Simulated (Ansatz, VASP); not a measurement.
## Pd in VASP and in Ansatz

```
Pd
1.0
     0.00000    3.04162    3.04162
     3.04162    0.00000    3.04162
     3.04162    3.04162    0.00000
Pd
2
Direct
  0.12500 0.12500 0.12500
  0.87500 0.87500 0.87500
```

Alike in both runs: task single point; functional BLYP; k mesh 10 × 10 × 10; occupations fermi-dirac, width 0.05 eV; collinear spin.

|  | VASP | Ansatz |
| --- | --- | --- |
| version | VASP 6.6.1 | Ansatz 0.2.0 |
| potentials or method | VASP PAW PBE potentials, release 64 (Pd), cutoff 520 eV | plane waves (420 eV) with PAW, scalar-relativistic |
| valence electrons in the cell | 20 | 36 |

VASP gave:

| Item | Value |
| --- | --- |
| pressure (GPa) | -3.4 |
| net moment per atom (μB) | 0.43 |
| size of the moment on the site where the two differ most (μB) | 0.42 |

What did Ansatz give for the same quantities?

Pressure (GPa): -3.5; net moment per atom (μB): 0.43; size of the moment on the site where the two differ most (μB): 0.42.

VASP's potentials were made for PBE, not for BLYP. Site moments also hang on the region over which each program counts them. VASP's potentials hold 20 valence electrons a cell and Ansatz's 36, so a difference there can come from the potentials and not from the codes.
